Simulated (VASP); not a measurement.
Write the native input for VASP 6.6.1 that does the following.

```
Task                   : relaxation of cell and atoms
Functional             : r2SCAN
Potentials or basis    : VASP PAW PBE potentials, release 64 (Ge_d)
Cutoff                 : 600 eV
k mesh                 : 6 × 6 × 6
Occupations            : tetrahedron
Spin                   : no spin polarisation
Dipole correction      : no
Further INCAR settings : ALGO = Normal; EDIFF = 1e-06; IBRION = 2; EDIFFG = -0.01; NSW = 60; ISIF = 3
```

The system is Ge.

```
Ge
1.0
     0.00000    2.82735    2.82735
     2.82735    0.00000    2.82735
     2.82735    2.82735    0.00000
Ge
2
Cartesian
  0.0000 0.0000 0.0000
  1.4137 1.4137 1.4137
```

These files were run (other wordings do the same):

POSCAR

```
Ge
1.0
    0.0000000000      2.8273520000      2.8273520000
    2.8273520000      0.0000000000      2.8273520000
    2.8273520000      2.8273520000      0.0000000000
Ge
2
Direct
    0.0000000000      0.0000000000      0.0000000000
    0.2500000000      0.2500000000      0.2500000000
```

INCAR.step1

```
SYSTEM = Ge
PREC = Accurate
ENCUT = 600
ISMEAR = -5
SIGMA = 0.1
LREAL = .FALSE.
LASPH = .TRUE.
NELM = 100
GGA = PE
ALGO = Normal
EDIFF = 1E-4
LWAVE = .TRUE.
LCHARG = .FALSE.
```

INCAR.step2

```
SYSTEM = Ge
PREC = Accurate
ENCUT = 600
EDIFF = 1E-6
ISMEAR = -5
SIGMA = 0.1
LREAL = .FALSE.
LASPH = .TRUE.
NELM = 100
ALGO = Normal
ISIF = 3
LWAVE = .FALSE.
LCHARG = .FALSE.
METAGGA = R2SCAN
LMIXTAU = .TRUE.
IBRION = 2
NSW = 60
EDIFFG = -0.01
ISTART = 1
```

KPOINTS

```
regular mesh
0
G
  6 6 6
  0 0 0
```

Potentials or basis: VASP PAW PBE potentials, release 64 (Ge_d).

The run is started by

```sh
$ cat potpaw_PBE.64/Ge_d/POTCAR > POTCAR
$ cp INCAR.step1 INCAR
$ mpirun -np 1 vasp_std > vasp.out
$ cp INCAR.step2 INCAR
$ mpirun -np 1 vasp_std > vasp.out
```

Results of the run:

- Relaxed volume: 22.83 Å³/atom
- Relaxed cell: a = 4.012 Å, b = 4.012 Å, c = 4.012 Å, α = 60.00°, β = 60.00°, γ = 60.00°
- Space group after relaxing (to 0.05 Å): Fd-3m (No. 227)
- Energy gained by relaxing: 0.6 meV/atom
- Ionic steps: 3
- Pressure after relaxing: 0.0 GPa
- Band gap on the k mesh: 0.33 eV, direct

Caveat: the PAW data sets were made with another functional, which shifts forces and pressure a little.

It took 51 s on 1 thread of Intel(R) Xeon(R) 6975P-C (Granite Rapids), with other jobs on the host, peak memory 0.19 GiB.
